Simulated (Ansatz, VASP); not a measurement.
CsCdCl3: VASP beside Ansatz

The input INCAR:

```
ALGO = Normal
EDIFF = 1E-6
ENCUT = 520
GGA = CA
ISIF = 2
ISMEAR = 0
LASPH = T
LCHARG = T
LELF = T
LREAL = F
LVHAR = T
LWAVE = F
NBANDS = 29
NELM = 100
PREC = Accurate
SIGMA = 0.05
```

File KPOINTS:

```
k-points
0
Gamma
  6 6 6
```

Contents of POSCAR:

```
CsCdCl3
1.0
    5.2780000000      0.0000000000      0.0000000000
    0.0000000000      5.2780000000      0.0000000000
    0.0000000000      0.0000000000      5.2780000000
Cs Cd Cl
1 1 3
Direct
    0.0000000000      0.0000000000      0.0000000000
    0.5000000000      0.5000000000      0.5000000000
    0.0000000000      0.5000000000      0.5000000000
    0.5000000000      0.0000000000      0.5000000000
    0.5000000000      0.5000000000      0.0000000000
```

Input for Ansatz:

```yaml
crystal:
  lattice:
    - [5.278, 0.0, 0.0]
    - [0.0, 5.278, 0.0]
    - [0.0, 0.0, 5.278]
  atoms:
    - { symbol: Cs, position: [0.0, 0.0, 0.0] }
    - { symbol: Cd, position: [0.5, 0.5, 0.5] }
    - { symbol: Cl, position: [0.0, 0.5, 0.5] }
    - { symbol: Cl, position: [0.5, 0.0, 0.5] }
    - { symbol: Cl, position: [0.5, 0.5, 0.0] }
basis:
  ecutwfc: 420
kpoints:
  mp_grid: { grid: [6, 6, 6] }
hamiltonian:
  xc: lda
scf:
  occupations: { method: gaussian, width: 0.05 }
output:
  forces: true
  stress: true
  eigenvalues: true
```

Change from the starting cell: strain +0.015 along x and y, +0.015 along z, atoms carried along.

Alike in both runs: task single point; functional LDA; k mesh 6 × 6 × 6; occupations gaussian, width 0.05 eV; no spin polarisation.

|  | VASP | Ansatz |
| --- | --- | --- |
| version | VASP 6.6.1 | Ansatz 0.2.0 |
| potentials or method | VASP PAW LDA potentials, release 64 (Cs_sv, Cd, Cl), cutoff 520 eV | scalar-relativistic, plane waves, PAW |
| valence electrons in the cell | 42 | 50 |

Ansatz gave:

| Property | Result |
| --- | --- |
| gap on the k mesh at the Fermi level (eV) | 1.44 |
| least direct gap on the mesh (eV) | 1.91 |
| pressure (GPa) | -3.2 |

Problem. What did VASP give for the same quantities?

Solution. gap on the k mesh at the Fermi level (eV): 1.46; least direct gap on the mesh (eV): 1.93; pressure (GPa): -3.0.

LDA's correlation is that of Perdew and Zunger in VASP and of Perdew and Wang (1992) in Ansatz. VASP's potentials hold 42 valence electrons a cell and Ansatz's 50, so a difference there can come from the potentials and not from the codes.

Neither program's run includes spin-orbit coupling.
